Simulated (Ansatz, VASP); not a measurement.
## One calculation of Te2Mo, two programs

```
CELL_PARAMETERS angstrom
3.58381 0.00000 0.00000
-1.79191 3.10367 0.00000
0.00000 0.00000 17.64011
ATOMIC_POSITIONS crystal
Te 0.33333 0.66667 0.10214
Te 0.33333 0.66667 0.89786
Mo 0.00000 0.00000 0.00000
```

Change from the starting cell: volume scaled by 1.02.

Alike in both runs: task single point; functional LDA; k mesh 9 × 9 × 2; occupations fermi-dirac, width 0.05 eV; no spin polarisation.

|  | VASP | Ansatz |
| --- | --- | --- |
| version | VASP 6.6.1 | Ansatz 0.2.0 |
| potentials or method | VASP PAW LDA potentials, release 64 (Te, Mo_sv), cutoff 520 eV | all-electron LAPW, scalar-relativistic |

Ansatz gave:

- gap on the k mesh at the Fermi level (eV): 1.01
- least direct gap on the mesh (eV): 1.01
- rms of the force components (eV/Å): 0.320

Task: Estimate VASP's values.

Result: gap on the k mesh at the Fermi level (eV): 1.01; least direct gap on the mesh (eV): 1.01; rms of the force components (eV/Å): 0.299.

LDA's correlation is that of Perdew and Zunger in VASP and of Perdew and Wang (1992) in Ansatz. Atom by atom the forces differ by 0.021 eV/Å (rms over components). Ansatz ran all-electron here, and VASP with PAW potentials.

Spin-orbit coupling is off throughout.
